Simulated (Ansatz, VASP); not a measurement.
Two plane-wave programs on LiCl

The input POSCAR:

```
LiCl
1.0
    4.2434997429      0.0000000000      0.0000000000
   -2.1217498715      3.6749785783      0.0000000000
    0.0000000000      0.0000000000      5.3351707570
Li Cl
2 2
Direct
    0.3333333333      0.6666666667      0.2500000000
    0.6666666667      0.3333333333      0.7500000000
    0.6666666667      0.3333333333      0.2500000000
    0.3333333333      0.6666666667      0.7500000000
```

The input INCAR.step1:

```
SYSTEM = LiCl
PREC = Accurate ; ENCUT = 520
ISMEAR = 0 ; SIGMA = 0.01
LREAL = .FALSE. ; LASPH = .TRUE.
NELM = 80 ; NBANDS = 18
GGA = PE ; ALGO = Normal
EDIFF = 1E-4 ; LWAVE = .TRUE.
LCHARG = .FALSE.
```

The input INCAR.step2:

```
SYSTEM = LiCl
PREC = Accurate ; ENCUT = 520
EDIFF = 1E-6 ; ISMEAR = 0
SIGMA = 0.01 ; LREAL = .FALSE.
LASPH = .TRUE. ; NELM = 80
ALGO = Normal ; ISIF = 2
LWAVE = .FALSE. ; LCHARG = .FALSE.
METAGGA = R2SCAN ; LMIXTAU = .TRUE.
NBANDS = 18 ; ISTART = 1
```

File KPOINTS:

```
Automatic mesh
0
G
  6 6 4
  0 0 0
```

Input for Ansatz:

```yaml
crystal:
  lattice:
    - [4.2434997429, 0.0, 0.0]
    - [-2.1217498715, 3.6749785783, 0.0]
    - [0.0, 0.0, 5.335170757]
  atoms:
    - { symbol: Li, position: [0.3333333333, 0.6666666667, 0.25] }
    - { symbol: Li, position: [0.6666666667, 0.3333333333, 0.75] }
    - { symbol: Cl, position: [0.6666666667, 0.3333333333, 0.25] }
    - { symbol: Cl, position: [0.3333333333, 0.6666666667, 0.75] }
kpoints:
  mp_grid: { grid: [6, 6, 4] }
hamiltonian:
  xc: r2scan
scf:
  occupations: { method: fixed }
  n_extra_bands: 5
output:
  forces: true
  stress: true
  eigenvalues: true
```

Alike in both runs: task single point; functional r2SCAN; k mesh 6 × 6 × 4; no spin polarisation.

|  | VASP | Ansatz |
| --- | --- | --- |
| version | VASP 6.6.1 | Ansatz 0.2.0 |
| potentials or method | VASP PAW PBE potentials, release 64 (Li_sv, Cl) | plane waves, PAW |
| plane-wave cutoff (eV) | 520 | 500 |
| occupations | gaussian, width 0.01 eV | fixed |
| valence electrons in the cell | 20 | 20 |

Ansatz gave:

| Quantity | Value |
| --- | --- |
| gap on the k mesh at the Fermi level (eV) | 6.12 |

Estimate VASP's values.

gap on the k mesh at the Fermi level (eV): 6.16.

VASP's potentials were made for PBE, not for r2SCAN.

Noted on VASP's run: the cutoff is short for stress, so the pressure is rough.
